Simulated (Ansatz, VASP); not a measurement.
One calculation of Te3As5, two programs

```
Te As
1.0
     5.82688    0.00000    0.00000
     0.00000    5.82688    0.00000
     0.00000    0.00000    5.82688
Te As
3 5
Direct
  0.50000 0.00000 0.00000
  0.00000 0.50000 0.00000
  0.00000 0.00000 0.50000
  0.00000 0.50000 0.50000
  0.50000 0.00000 0.50000
  0.50000 0.50000 0.00000
  0.00000 0.00000 0.00000
  0.50000 0.50000 0.50000
```

Alike in both runs: task relaxation of cell and atoms; functional PBE; k mesh 6 × 6 × 6; occupations gaussian, width 0.1 eV; no spin polarisation.

|  | VASP | Ansatz |
| --- | --- | --- |
| version | VASP 6.6.1 | Ansatz 0.2.0 |
| potentials or method | VASP PAW PBE potentials, release 64 (Te, As), cutoff 600 eV | scalar-relativistic, plane waves, PAW |
| valence electrons in the cell | 43 | 123 |

|  | VASP | Ansatz | Ansatz less VASP |
| --- | --- | --- | --- |
| gap on the k mesh at the Fermi level, each at its own relaxed structure (eV) | none | none | - |
| relaxed volume (Å³/atom) | 24.81 | 24.82 | +0.007 |
| relaxed cell length with the largest relative difference (Å) | 5.833 | 5.834 | +0.0006 |

A gap of «none» marks a metal or a gap that the smearing closes. VASP's potentials hold 43 valence electrons a cell and Ansatz's 123, so a difference there can come from the potentials and not from the codes.

Neither program's run includes spin-orbit coupling. Noted on VASP's run: too few bands were computed for a metal, which touches its energy and stress.
